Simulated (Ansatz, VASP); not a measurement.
## Two plane-wave programs on Ge2Sb

The input INCAR:

```
ALGO = Normal
EDIFF = 1E-7
EDIFFG = -0.01
ENCUT = 600
GGA = PE
IBRION = 2
ISIF = 3
ISMEAR = 0
LASPH = T
LCHARG = F
LREAL = F
LWAVE = F
NELM = 100
NSW = 100
PREC = Accurate
SIGMA = 0.1
```

The input KPOINTS:

```
k-points
0
Gamma
  12 12 10
```

File POSCAR:

```
Ge2Sb
1.0
    3.9715322929      0.0000000000      0.0000000000
   -1.9857661465      3.4394478576      0.0000000000
    0.0000000000      0.0000000000      5.0493298781
Ge Sb
2 1
Direct
    0.6666666667      0.3333333333      0.6441090177
    0.3333333333      0.6666666667      0.3558909823
    0.0000000000      0.0000000000      0.0000000000
```

Input for Ansatz:

```yaml
crystal:
  lattice:
    - [3.9715322929, 0.0, 0.0]
    - [-1.9857661465, 3.4394478576, 0.0]
    - [0.0, 0.0, 5.0493298781]
  atoms:
    - { symbol: Ge, position: [0.6666666667, 0.3333333333, 0.6441090177] }
    - { symbol: Ge, position: [0.3333333333, 0.6666666667, 0.3558909823] }
    - { symbol: Sb, position: [0.0, 0.0, 0.0] }
basis:
  ecutwfc: 420
kpoints:
  mp_grid: { grid: [12, 12, 10] }
hamiltonian:
  xc: pbe
scf:
  occupations: { method: gaussian, width: 0.1 }
output:
  forces: true
  stress: true
  eigenvalues: true
  write_density: true
  write_potential: true
  elf: true
  volumetric_format: npy
relax:
  adjacent_minimum: "off"
  f_tol: 0.01
  max_steps: 80
  cell: { stress_tol: 0.05 }
```

Change from the starting cell: species swapped into the ZrS2 type (P-3m1, No. 164).

Alike in both runs: task relaxation of cell and atoms; functional PBE; k mesh 12 × 12 × 10; occupations gaussian, width 0.1 eV; no spin polarisation.

|  | VASP | Ansatz |
| --- | --- | --- |
| version | VASP 6.6.1 | Ansatz 0.2.0 |
| potentials or method | VASP PAW PBE potentials, release 64 (Ge_d, Sb), cutoff 600 eV | scalar-relativistic, plane waves, PAW |
| valence electrons in the cell | 33 | 43 |

```tsv
	VASP	Ansatz	Ansatz less VASP
gap on the k mesh at the Fermi level, each at its own relaxed structure (eV)	none	none	-
relaxed volume (Å³/atom)	23.04	23.05	+0.005
relaxed length of the cell vector where the two differ most in proportion (Å)	4.916	4.910	-0.0056
```

A gap of «none» marks a metal or a gap that the smearing closes. VASP's potentials hold 33 valence electrons a cell and Ansatz's 43, so a difference there can come from the potentials and not from the codes.

Spin-orbit coupling is off throughout.
